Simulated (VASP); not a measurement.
# Nd3Si2I (R3m) in VASP: relaxation of cell and atoms with PBE

Aim: the relaxation of cell and atoms of Nd3Si2I with PBE.

Program: VASP 6.6.1. These are calculated values, not measurements. Logs are shortened: lines on timing, memory, paths and dates and some standing lists are left out, and cuts for length are marked.

### Step 1. The cell of the first run

It takes space group R3m (No. 160, trigonal). Conventional cell: a = 7.216 Å, b = 7.216 Å, c = 11.945 Å, α = 90.00°, β = 90.00°, γ = 120.00°. Nd (site symmetry m) has 1 Si at 2.30 Å and 2 I at 2.88 to 2.92 Å within 3.0 Å. Si (site symmetry 3m) has 1 I at 1.80 Å and 3 Nd at 2.30 Å within 2.4 Å. Si (site symmetry 3m) has 4 Si at 3.13 to 4.25 Å and 9 Nd at 3.70 to 3.93 Å and 3 I at 4.27 Å within 4.3 Å. Within 2.4 Å of I (site symmetry 3m) lie 1 Si at 1.80 Å.

The cell was generated, and may not be a known phase.

### Step 2. Relaxation of cell and atoms, PBE

File INCAR:

```
PREC = Accurate
ENCUT = 500
EDIFF = 1E-7
ISMEAR = 0
SIGMA = 0.15
LREAL = F
LASPH = T
NELM = 200
ALGO = Normal
ISIF = 3
LWAVE = F
LCHARG = F
GGA = PE
IBRION = 2
NSW = 36
EDIFFG = -0.08
GGA_COMPAT = F
NELMIN = 4
LMAXMIX = 6
```

File KPOINTS:

```
regular mesh
0
Gamma
  2 2 2
```

File POSCAR:

```
Nd3Si2I
1.0
    3.6080584600      2.0831135200      3.9818118100
   -3.6080584600      2.0831135200      3.9818118100
    0.0000000000     -4.1662270500      3.9818118100
Nd Si I
3 2 1
Direct
    0.8508779100      0.4021469500      0.8508779100
    0.8508779100      0.8508779100      0.4021469500
    0.4021469500      0.8508779100      0.8508779100
    0.0401205500      0.0401205500      0.0401205500
    0.3017828200      0.3017828200      0.3017828200
    0.8890277600      0.8890277600      0.8890277600
```

Potentials or basis: VASP PAW PBE potentials, release 64 (Nd_3, Si, I), 4f in core.

On the command line:

```
> cat potpaw_PBE.64/Nd_3/POTCAR potpaw_PBE.64/Si/POTCAR potpaw_PBE.64/I/POTCAR > POTCAR
> mpirun -np 1 vasp_std > vasp.out
```

OUTCAR:

```text
PREC = Accurate
   ENCUT = 500
   EDIFF = 1E-7
   ISMEAR = 0
   LREAL = F
   LASPH = T
   NELM = 200
   ISIF = 3
   GGA = PE
   IBRION = 2
   NSW = 36
   EDIFFG = -0.08
   NELMIN = 4

 ion  position               nearest neighbor table
   1  0.851  0.402  0.851-   4 2.30   6 2.88   6 2.92   3 3.24   2 3.24
   2  0.851  0.851  0.402-   4 2.30   6 2.88   6 2.92   3 3.24   1 3.24
   3  0.402  0.851  0.851-   4 2.30   6 2.88   6 2.92   1 3.24   2 3.24
   4  0.040  0.040  0.040-   6 1.80   3 2.30   1 2.30   2 2.30   5 3.13
   5  0.302  0.302  0.302-   4 3.13
   6  0.889  0.889  0.889-   4 1.80   1 2.88   3 2.88   2 2.88   3 2.92   1 2.92   2 2.92

  LATTYP: Found a trigonal (rhomboedric) cell.
 ALAT       =     5.7630090299
 COS(alpha) =     0.2160677578

  Lattice vectors:

 A1 = (   3.6080584600,   2.0831135200,   3.9818118100)
 A2 = (  -3.6080584600,   2.0831135200,   3.9818118100)
 A3 = (   0.0000000000,  -4.1662270500,   3.9818118100)

Analysis of symmetry for initial positions (statically):
=====================================================================
 Subroutine PRICEL returns:
 Original cell was already a primitive cell.

 Routine SETGRP: Setting up the symmetry group for a
 trigonal (rhombohedral) supercell.

 Subroutine GETGRP returns: Found  6 space group operations
 (whereof  6 operations were pure point group operations)
 out of a pool of 12 trial point group operations.

The static configuration has the point symmetry C_3v.

Analysis of symmetry for dynamics (positions and initial velocities):
=====================================================================
 Subroutine PRICEL returns:
 Original cell was already a primitive cell.

 Routine SETGRP: Setting up the symmetry group for a
 trigonal (rhombohedral) supercell.

 Subroutine GETGRP returns: Found  6 space group operations
 (whereof  6 operations were pure point group operations)
 out of a pool of 12 trial point group operations.

The dynamic configuration has the point symmetry C_3v.

 Subroutine INISYM returns: Found  6 space group operations
 (whereof  6 operations are pure point group operations),
 and found     1 'primitive' translations

----------------------------------------------------------------------------------------

                                     Primitive cell

  volume of cell :     179.5637

  direct lattice vectors                    reciprocal lattice vectors
     3.608058460  2.083113520  3.981811810     0.138578686  0.080008442  0.083713985
    -3.608058460  2.083113520  3.981811810    -0.138578686  0.080008442  0.083713985
     0.000000000 -4.166227050  3.981811810     0.000000000 -0.160016883  0.083713985

[... 69 lines left out ...]
   NELM   =    200;   NELMIN=  4; NELMDL= -5     # of ELM steps
   EDIFF  = 0.1E-06   stopping-criterion for ELM
   LREAL  =      F    real-space projection
   EDIFFG = -.8E-01   stopping-criterion for IOM
   NSW    =     36    number of steps for IOM
   IBRION =      2    ionic relax: 0-MD 1-quasi-New 2-CG
   NFREE  =      1    steps in history (QN), initial steepest desc. (CG)
   ISIF   =      3    stress and relaxation
   ISYM   =      2    0-nonsym 1-usesym 2-fastsym
   POTIM  = 0.5000    time-step for ionic-motion
   TEBEG  =    0.0;   TEEND  =   0.0 temperature during run
   PSTRESS=    0.0 pullay stress
   NELECT =      48.0000    total number of electrons
   NUPDOWN=      -1.0000    fix difference up-down
   EMIN   =  10.00;   EMAX   =-10.00  energy-range for DOS
   EFERMI =   0.00;   METHOD = LEGACY
   ISMEAR =     0;   SIGMA  =   0.15  broadening in eV -4-tet -1-fermi 0-gaus
   EFERMI_NEDOS =   21; number of points for ismear=-14 and -15
   IALGO  =     38    algorithm
   IMIX   =      4    mixing-type and parameters
     AMIX     =   0.40;   BMIX     =  1.00
     AMIX_MAG =   1.60;   BMIX_MAG =  1.00
  volume/ion in A,a.u.               =      29.93       201.96
  Fermi-wavevector in a.u.,A,eV,Ry     =   1.054587  1.992880 15.131770  1.112154
  Thomas-Fermi vector in A             =   2.189753
   LORBIT       =      0    0 simple, 1 ext, 2 COOP (PROOUT), +10 PAW based schemes
   GGA     = PE    functional components
   LHFCALC =     F    Hartree Fock is set to
   AEXX    =    0.0000 exact exchange contribution
   IVDW    =     0    specifies the selected vdW correction
   LEPSILON=     F    determine dielectric tensor
   LRPA    =     F    only Hartree local field effects (RPA)
 conjugate gradient relaxation of ions
 non-spin polarized calculation
 Gauss-broadening in eV      SIGMA  =   0.15
  energy-cutoff  :      500.00
  volume of cell :      179.56
 maximum number of plane-waves:      4581
   NGX = 21   NGY = 21   NGZ = 21

--------------------------------------- Ionic step        1  -------------------------------------------

 number of electron      48.0000000 magnetization

 Free energy of the ion-electron system (eV)
  ---------------------------------------------------
  ext. energy  EPLUGINS =         0.00000000
  ---------------------------------------------------
  free energy    TOTEN  =       -11.91458281 eV

  energy without entropy =      -11.87024546  energy(sigma->0) =      -11.89241414

 E-fermi :   4.8395     XC(G=0):  -9.2519

 val. band max:        4.4142122539   @ k =   0.5000   0.5000   0.0000
 cond. band min:       4.9323457895   @ k =   0.5000   0.5000   0.0000
 fundamental gap:      0.5181335357
 Fermi energy:         4.8395382064

 k-point     1 :       0.0000    0.0000    0.0000
  band No.  band energies     occupation
      1     -33.6620      2.00000
      2     -33.5022      2.00000
      3     -33.5022      2.00000
      4     -16.5679      2.00000
      5     -15.3965      2.00000
      6     -15.3965      2.00000
[... 226 lines left out ...]
  FREE ENERGIE OF THE ION-ELECTRON SYSTEM (eV)
  ---------------------------------------------------
  free  energy   TOTEN  =       -15.4671000176 eV

  energy  without entropy=      -15.3882376816  energy(sigma->0) =      -15.42766885

[... ionic steps 4 to 22 ...]

--------------------------------------- Ionic step       23  -------------------------------------------

 number of electron      48.0000000 magnetization

------------------------ aborting loop because EDIFF is reached ----------------------------------------
[... 75 lines left out ...]
--------------------------------------- Ionic step       25  -------------------------------------------

 number of electron      48.0000000 magnetization

 Free energy of the ion-electron system (eV)
  ---------------------------------------------------
  ext. energy  EPLUGINS =         0.00000000
  ---------------------------------------------------
  free energy    TOTEN  =       -27.05758760 eV

  energy without entropy =      -27.00581289  energy(sigma->0) =      -27.03170024

 E-fermi :   3.9213     XC(G=0):  -8.8236

 val. band max:        3.8310408186   @ k =   0.5000   0.5000   0.5000
 cond. band min:       3.9380238041   @ k =   0.5000   0.5000   0.0000
 fundamental gap:      0.1069829854
 Fermi energy:         3.9212872358

 k-point     1 :       0.0000    0.0000    0.0000
  band No.  band energies     occupation
      1     -34.4781      2.00000
      2     -34.2784      2.00000
      3     -34.2784      2.00000
      4     -16.6168      2.00000
      5     -15.9027      2.00000
      6     -15.9027      2.00000
[... 146 lines left out ...]
  FREE ENERGIE OF THE ION-ELECTRON SYSTEM (eV)
  ---------------------------------------------------
  free  energy   TOTEN  =       -27.0575875984 eV

  energy  without entropy=      -27.0058128898  energy(sigma->0) =      -27.03170024

 reached required accuracy - stopping structural energy minimisation
```

CONTCAR:

```text
Nd3Si2I
   1.00000000000000
     3.3209716187683784    1.9173638543897695    5.2399126727532046
    -3.3209716187683784    1.9173638543897695    5.2399126727532046
     0.0000000000000000   -3.8347277202300929    5.2399126741213218
  Nd              Si              I
     3     2     1
Direct
     0.8476251682803572    0.3373494202762564    0.8476251682761151
     0.8476251682828175    0.8476251682828175    0.3373494202743686
     0.3373494202762564    0.8476251682803572    0.8476251682761151
     0.1550185791916515    0.1550185791916515    0.1550185792198765
     0.3037131741245372    0.3037131741245372    0.3037131741226696
     0.8435023898443798    0.8435023898443798    0.8435023898308548

  0.00000000E+00  0.00000000E+00  0.00000000E+00
  0.00000000E+00  0.00000000E+00  0.00000000E+00
  0.00000000E+00  0.00000000E+00  0.00000000E+00
  0.00000000E+00  0.00000000E+00  0.00000000E+00
  0.00000000E+00  0.00000000E+00  0.00000000E+00
  0.00000000E+00  0.00000000E+00  0.00000000E+00
```

Wall time 6.9 min (1 thread of Intel Xeon 6975P-C (Granite Rapids), shared host); peak memory 0.28 GiB.

Results:

```yaml
Free_energy: -27.0576 eV
Relaxed_volume: 33.37 Å³/atom
Relaxed_cell: a = 6.493 Å, b = 6.493 Å, c = 6.493 Å, α = 61.52°, β = 61.52°, γ = 61.52°
Space_group_after_relaxing_to_0.1_Å: R3m (No. 160)
Energy_gained_by_relaxing: 2523.8 meV/atom
Ionic_steps: 25
Pressure_after_relaxing: -0.1 GPa
Largest_force_after_relaxing: 0.070 eV/Å
Band_gap_on_the_k_mesh: zero (bands 24 and 25 overlap by 0.11 eV)
```

Forces on the atoms (eV/Å):
```
Nd  -0.008  0.004 -0.009
Nd   0.000 -0.009 -0.009
Nd   0.008  0.004 -0.009
Si   0.000  0.000  0.058
Si   0.000  0.000  0.040
I    0.000  0.000 -0.070
```

Step by step:
| step | energy change (eV) | largest force (eV/Å) | pressure (GPa) | volume (Å³) |
| --- | --- | --- | --- | --- |
| 1 | 0.0000 | 30.0281 | 31.05 | 179.56 |
| 2 | -1.9959 | 16.0142 | 6.42 | 370.83 |
| 3 | -3.5525 | 14.5806 | 5.65 | 347.47 |
| 4 | -4.8090 | 13.5175 | 5.13 | 328.06 |
| 5 | -8.8113 | 10.2899 | 5.89 | 247.04 |
| 6 | -9.2553 | 8.3837 | 9.86 | 211.69 |
| 7 | -9.2680 | 9.2928 | 8.06 | 223.82 |
| 8 | -11.5171 | 1.2027 | -4.89 | 299.64 |
| 9 | -11.9403 | 1.6572 | -3.05 | 270.42 |
| 10 | -11.9418 | 1.6798 | -2.93 | 269.22 |
| 11 | -12.6605 | 2.2279 | -2.07 | 249.67 |
| 12 | -13.2514 | 1.9146 | 3.41 | 210.42 |
| 13 | -13.3000 | 2.3940 | 0.96 | 222.12 |
| 14 | -13.3166 | 2.2876 | 1.66 | 218.22 |
| 15 | -13.7069 | 1.8850 | 1.62 | 214.98 |
| 16 | -13.7388 | 2.4536 | 1.79 | 213.85 |
| 17 | -14.1835 | 1.8078 | -0.18 | 217.71 |
| 18 | -14.4355 | 1.5477 | -2.47 | 222.41 |
| 19 | -14.7333 | 1.2774 | -2.21 | 213.98 |
| 20 | -14.8397 | 1.0136 | -1.73 | 206.92 |
| 21 | -15.0356 | 1.0197 | 0.07 | 198.36 |
| 22 | -15.0589 | 0.9953 | 1.12 | 194.44 |
| 23 | -15.1231 | 0.4823 | 0.63 | 196.64 |
| 24 | -15.1389 | 0.1903 | 0.33 | 198.49 |
| 25 | -15.1430 | 0.0702 | -0.14 | 200.19 |

Final structure:
```yaml
crystal:
  lattice:
    - [3.32097, 1.91736, 5.23991]
    - [-3.32097, 1.91736, 5.23991]
    - [0.00000, -3.83473, 5.23991]
  atoms:
    - { symbol: Nd, position: [0.84763, 0.33735, 0.84763] }
    - { symbol: Nd, position: [0.84763, 0.84763, 0.33735] }
    - { symbol: Nd, position: [0.33735, 0.84763, 0.84763] }
    - { symbol: Si, position: [0.15502, 0.15502, 0.15502] }
    - { symbol: Si, position: [0.30371, 0.30371, 0.30371] }
    - { symbol: I, position: [0.84350, 0.84350, 0.84350] }
```

Levels at points of the mesh, in eV from the Fermi level:
| k point | band 20 | band 21 | band 22 | band 23 | band 24 | band 25 | band 26 | band 27 | band 28 |
| --- | --- | --- | --- | --- | --- | --- | --- | --- | --- |
| (0.00, 0.00, 0.00) | -1.90 | -1.90 | -1.82 | -1.02 | -1.02 | 0.22 | 0.22 | 0.64 | 0.93 |
| (0.50, 0.00, 0.00) | -2.12 | -1.54 | -1.08 | -0.95 | -0.35 | 0.41 | 0.73 | 1.11 | 1.21 |
| (0.50, 0.50, 0.00) | -1.99 | -1.62 | -0.90 | -0.52 | 0.02 | 0.23 | 0.80 | 0.82 | 1.23 |
| (0.50, 0.50, 0.50) | -1.31 | -1.31 | -1.14 | -0.82 | -0.82 | -0.09 | -0.09 | 1.20 | 2.16 |

Caveat: the k points lie up to 0.58 Å⁻¹ apart in the final cell; spin-orbit coupling is left out, which moves the levels of the heavy elements; the 4f electrons are frozen in the core, so they carry no moment and show no levels; the run has no spin polarisation, though such a crystal can be magnetic; the relaxation stopped at a loose force limit of 0.08 eV/Å, so its end isn't a converged minimum. Spin polarisation is off, so any magnetic state and its effect on volume and gap are missing.

The gap in the log of VASP goes by the Fermi energy; the results here count the filled bands.